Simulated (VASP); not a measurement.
# Os (Im-3m) in VASP: further runs

Os is run at these levels: LDA; tasks: relaxation of cell and atoms, single point.

Everything below comes from runs of VASP 6.6.1. Logs are shortened: lines on timing, memory, paths and dates and some standing lists are left out, and cuts for length are marked.

## 1. The cell of the first run

It takes space group Im-3m (No. 229, cubic). The conventional cell has a = 3.036 Å, b = 3.036 Å, c = 3.036 Å, α = 90.00°, β = 90.00°, γ = 90.00°. Within 3.5 Å of Os (site symmetry m-3m) lie 14 Os at 2.63 to 3.04 Å.

This isn't the form of Os at room conditions, which is hcp.

## 2. Relaxation of cell and atoms, LDA

File INCAR:

```
ALGO = Normal ; EDIFF = 1E-6
EDIFFG = -0.01 ; ENCUT = 600
IBRION = 2 ; ISIF = 3
ISMEAR = -1 ; LASPH = T
LCHARG = F ; LREAL = F
LWAVE = F ; NELM = 60
NSW = 80 ; PREC = Accurate
SIGMA = 0.1
```

File KPOINTS:

```
k-points
0
Gamma
  14 14 14
```

File POSCAR:

```
Os
1.0
   -1.5179840853      1.5179840853      1.5179840853
    1.5179840853     -1.5179840853      1.5179840853
    1.5179840853      1.5179840853     -1.5179840853
Os
1
Direct
    0.0000000000      0.0000000000      0.0000000000
```

Potentials or basis: VASP PAW LDA potentials, release 64 (Os).

Started as:

```bash
cat potpaw_LDA.64/Os/POTCAR > POTCAR
mpirun -np 1 vasp_std > vasp.out
```

OUTCAR:

```text
EDIFF = 1E-6
   EDIFFG = -0.01
   ENCUT = 600
   IBRION = 2
   ISIF = 3
   ISMEAR = -1
   LASPH = T
   LREAL = F
   NELM = 60
   NSW = 80
   PREC = Accurate

 ion  position               nearest neighbor table
   1  0.000  0.000  0.000-

  LATTYP: Found a body centered cubic cell.
 ALAT       =     3.0359681706

  Lattice vectors:

 A1 = (  -1.5179840853,   1.5179840853,   1.5179840853)
 A2 = (   1.5179840853,  -1.5179840853,   1.5179840853)
 A3 = (   1.5179840853,   1.5179840853,  -1.5179840853)

Analysis of symmetry for initial positions (statically):
=====================================================================
 Subroutine PRICEL returns:
 Original cell was already a primitive cell.

 Routine SETGRP: Setting up the symmetry group for a
 body centered cubic supercell.

 Subroutine GETGRP returns: Found 48 space group operations
 (whereof 48 operations were pure point group operations)
 out of a pool of 48 trial point group operations.

The static configuration has the point symmetry O_h .

Analysis of symmetry for dynamics (positions and initial velocities):
=====================================================================
 Subroutine PRICEL returns:
 Original cell was already a primitive cell.

 Routine SETGRP: Setting up the symmetry group for a
 body centered cubic supercell.

 Subroutine GETGRP returns: Found 48 space group operations
 (whereof 48 operations were pure point group operations)
 out of a pool of 48 trial point group operations.

The dynamic configuration has the point symmetry O_h .

 Subroutine INISYM returns: Found 48 space group operations
 (whereof 48 operations are pure point group operations),
 and found     1 'primitive' translations

----------------------------------------------------------------------------------------

                                     Primitive cell

  volume of cell :      13.9914

  direct lattice vectors                    reciprocal lattice vectors
    -1.517984085  1.517984085  1.517984085     0.000000000  0.329384217  0.329384217
     1.517984085 -1.517984085  1.517984085     0.329384217  0.000000000  0.329384217
     1.517984085  1.517984085 -1.517984085     0.329384217  0.329384217  0.000000000

  length of vectors
     2.629225561  2.629225561  2.629225561     0.465819628  0.465819628  0.465819628

  position of ions in fractional coordinates (direct lattice)
     0.000000000  0.000000000  0.000000000

  ion indices of the primitive-cell ions
   primitive index   ion index
                 1           1

----------------------------------------------------------------------------------------

 KPOINTS: k-points

Automatic generation of k-mesh.
 Grid dimensions read from file:
 generate k-points for:   14   14   14

 Generating k-lattice:

  Cartesian coordinates                     Fractional coordinates (reciprocal lattice)
     0.000000000  0.023527444  0.023527444     0.071428571  0.000000000  0.000000000
     0.023527444  0.000000000  0.023527444     0.000000000  0.071428571  0.000000000
     0.023527444  0.023527444  0.000000000     0.000000000  0.000000000  0.071428571

  Length of vectors
     0.033272831  0.033272831  0.033272831

  Shift w.r.t. Gamma in fractional coordinates (k-lattice)
     0.000000000  0.000000000  0.000000000

 Subroutine IBZKPT returns following result:
 ===========================================

 Found    104 irreducible k-points:

 Following reciprocal coordinates:
            Coordinates               Weight
  0.000000  0.000000  0.000000      1.000000
  0.071429  0.000000  0.000000     12.000000
  0.142857  0.000000  0.000000     12.000000
  0.214286  0.000000  0.000000     12.000000
  0.285714  0.000000  0.000000     12.000000
  0.357143  0.000000  0.000000     12.000000
[... 16 lines left out ...]
  0.285714  0.285714  0.000000     24.000000
  0.357143  0.285714  0.000000     24.000000
 [... further k-points ...]
   k-points           NKPTS =    104   k-points in BZ     NKDIM =    104   number of bands    NBANDS=      8
   number of dos      NEDOS =    301   number of ions     NIONS =      1
   total plane-waves  NPLWV =  13824
   dimension x,y,z NGX =    24 NGY =   24 NGZ =   24
   dimension x,y,z NGXF=    48 NGYF=   48 NGZF=   48
   ions per type =               1
   NGX,Y,Z   is equivalent  to a cutoff of  15.18, 15.18, 15.18 a.u.
   NGXF,Y,Z  is equivalent  to a cutoff of  30.35, 30.35, 30.35 a.u.
 SYSTEM =  unknown system
   PREC   = accura    normal or accurate (medium, high low for compatibility)
   ISTART =      0    job   : 0-new  1-cont  2-samecut
   ICHARG =      2    charge: 1-file 2-atom 10-const
   ISPIN  =      1    spin polarized calculation?
   LNONCOLLINEAR =      F non collinear calculations
   LSORBIT =      F    spin-orbit coupling
   LASPH  =      T    aspherical Exc in radial PAW
   ENCUT  =  600.0 eV  44.10 Ry    6.64 a.u.   5.25  5.25  5.25*2*pi/ulx,y,z
   NELM   =     60;   NELMIN=  2; NELMDL= -5     # of ELM steps
   EDIFF  = 0.1E-05   stopping-criterion for ELM
   LREAL  =      F    real-space projection
   EDIFFG = -.1E-01   stopping-criterion for IOM
   NSW    =     80    number of steps for IOM
   IBRION =      2    ionic relax: 0-MD 1-quasi-New 2-CG
   NFREE  =      1    steps in history (QN), initial steepest desc. (CG)
   ISIF   =      3    stress and relaxation
   ISYM   =      2    0-nonsym 1-usesym 2-fastsym
   POTIM  = 0.5000    time-step for ionic-motion
   TEBEG  =    0.0;   TEEND  =   0.0 temperature during run
   PSTRESS=    0.0 pullay stress
   NELECT =       8.0000    total number of electrons
   NUPDOWN=      -1.0000    fix difference up-down
   EMIN   =  10.00;   EMAX   =-10.00  energy-range for DOS
   EFERMI =   0.00;   METHOD = LEGACY
   ISMEAR =    -1;   SIGMA  =   0.10  broadening in eV -4-tet -1-fermi 0-gaus
   EFERMI_NEDOS =   21; number of points for ismear=-14 and -15
   IALGO  =     38    algorithm
   IMIX   =      4    mixing-type and parameters
     AMIX     =   0.40;   BMIX     =  1.00
     AMIX_MAG =   1.60;   BMIX_MAG =  1.00
  volume/ion in A,a.u.               =      13.99        94.42
  Fermi-wavevector in a.u.,A,eV,Ry     =   1.358786  2.567733 25.120415  1.846298
  Thomas-Fermi vector in A             =   2.485589
   LORBIT       =      0    0 simple, 1 ext, 2 COOP (PROOUT), +10 PAW based schemes
   GGA     = CA    functional components
   LHFCALC =     F    Hartree Fock is set to
   AEXX    =    0.0000 exact exchange contribution
   IVDW    =     0    specifies the selected vdW correction
   LEPSILON=     F    determine dielectric tensor
   LRPA    =     F    only Hartree local field effects (RPA)
 conjugate gradient relaxation of ions
 non-spin polarized calculation
  energy-cutoff  :      600.00
  volume of cell :       13.99
 maximum number of plane-waves:       476
 NGX is ok and might be reduce to    24
   NGX = 11   NGY = 11   NGZ = 11

--------------------------------------- Ionic step        1  -------------------------------------------

 number of electron       8.0000000 magnetization

 Free energy of the ion-electron system (eV)
  ---------------------------------------------------
  ext. energy  EPLUGINS =         0.00000000
  ---------------------------------------------------
  free energy    TOTEN  =       -11.74161080 eV

  energy without entropy =      -11.69595402  energy(sigma->0) =      -11.71878241

------------------------ aborting loop because EDIFF is reached ----------------------------------------

  FORCE on cell =-STRESS in cart. coord.  units (eV):
  Direction    XX          YY          ZZ          XY          YZ          ZX
  --------------------------------------------------------------------------------------
  -------------------------------------------------------------------------------------
  Total        0.5399403      0.5399403      0.5399403      0.0000000      0.0000000      0.0000000
  in kB       61.8293520     61.8293520     61.8293520      0.0000000      0.0000000      0.0000000
  external PRESSURE =      61.8293520 kB  Pullay stress =       0.0000000 kB
[... 90 lines left out ...]
  energy  without entropy=      -11.6987458375  energy(sigma->0) =      -11.72215480

--------------------------------------- Ionic step        4  -------------------------------------------

 number of electron       8.0000000 magnetization

 Free energy of the ion-electron system (eV)
  ---------------------------------------------------
  ext. energy  EPLUGINS =         0.00000000
  ---------------------------------------------------
  free energy    TOTEN  =       -11.74556734 eV

  energy without entropy =      -11.69878389  energy(sigma->0) =      -11.72217562

 E-fermi :   9.4333     XC(G=0): -14.0857

 val. band max:        9.4222861024   @ k =   0.4286   0.0000   0.0000
 cond. band min:       9.4741648157   @ k =   0.2143   0.0000   0.0000
 fundamental gap:      0.0518787133
 Fermi energy:         9.4332920146

 k-point     1 :       0.0000    0.0000    0.0000
  band No.  band energies     occupation
      1      -1.5741      2.00000
      2       6.0035      2.00000
      3       6.0035      2.00000
      4       6.0035      2.00000
      5       9.3500      1.39374
      6       9.3500      1.39374
      7      25.7425      0.00000
      8      25.7425      0.00000
[... 243 lines left out ...]
 k-point    24 :       0.3571    0.2857    0.0000
  band No.  band energies     occupation
      1       3.2272      2.00000
      2       4.7032      2.00000
      3       5.5032      2.00000
      4       9.5664      0.41793
      5      10.1010      0.00252
      6      16.8001      0.00000
      7      18.0312      0.00000
      8      20.4876      0.00000

 [... further k-points ...]

------------------------ aborting loop because EDIFF is reached ----------------------------------------

  FORCE on cell =-STRESS in cart. coord.  units (eV):
  Direction    XX          YY          ZZ          XY          YZ          ZX
  --------------------------------------------------------------------------------------
  -------------------------------------------------------------------------------------
  Total       -0.0023364     -0.0023364     -0.0023364     -0.0000000      0.0000000      0.0000000
  in kB       -0.2636164     -0.2636164     -0.2636164     -0.0000000      0.0000000      0.0000000
  external PRESSURE =      -0.2636164 kB  Pullay stress =       0.0000000 kB
[... 16 lines left out ...]
  FREE ENERGIE OF THE ION-ELECTRON SYSTEM (eV)
  ---------------------------------------------------
  free  energy   TOTEN  =       -11.7455673431 eV

  energy  without entropy=      -11.6987838896  energy(sigma->0) =      -11.72217562

 reached required accuracy - stopping structural energy minimisation
```

It took 59 s on 1 thread of Intel Xeon 8259CL, shared host; peak memory 0.16 GiB.

Results:

```yaml
Free_energy: -11.7456 eV
Relaxed_volume: 14.20 Å³/atom
Relaxed_cell: a = 2.642 Å, b = 2.642 Å, c = 2.642 Å, α = 109.47°, β = 109.47°, γ = 109.47°
Space_group_after_relaxing_to_0.1_Å: Im-3m (No. 229)
Energy_gained_by_relaxing: 4.0 meV/atom
Ionic_steps: 4
Pressure_after_relaxing: 0.0 GPa
Band_gap_on_the_k_mesh: zero (bands 4 and 5 overlap by 4.58 eV)
```

The path:
| step | energy change (eV) | largest force (eV/Å) | pressure (GPa) | volume (Å³) |
| --- | --- | --- | --- | --- |
| 1 | 0.0000 | 0.0000 | 6.18 | 13.99 |
| 2 | 0.0617 | 0.0000 | -21.65 | 15.11 |
| 3 | -0.0040 | 0.0000 | -0.18 | 14.21 |
| 4 | -0.0040 | 0.0000 | -0.03 | 14.20 |

Final structure:
```
Os
1.0
    -1.52548    1.52548    1.52548
     1.52548   -1.52548    1.52548
     1.52548    1.52548   -1.52548
Os
1
Direct
  0.00000 0.00000 0.00000
```

Levels at points of the mesh, in eV from the Fermi level:
| k point | band 1 | band 2 | band 3 | band 4 | band 5 | band 6 | band 7 | band 8 |
| --- | --- | --- | --- | --- | --- | --- | --- | --- |
| (0.00, 0.00, 0.00) | -11.01 | -3.43 | -3.43 | -3.43 | -0.08 | -0.08 | 16.31 | 16.31 |
| (0.50, 0.00, 0.00) | -7.87 | -5.54 | -0.21 | -0.09 | 0.58 | 3.37 | 9.27 | 12.56 |
| (0.50, 0.50, 0.50) | -7.51 | -7.51 | 2.51 | 2.51 | 2.51 | 8.06 | 8.06 | 8.06 |

Caveat: spin-orbit coupling is left out, which moves the levels of the heavy elements.

[end of part 1 of 2]

The gap in the log of VASP goes by the Fermi energy; the results here count the filled bands.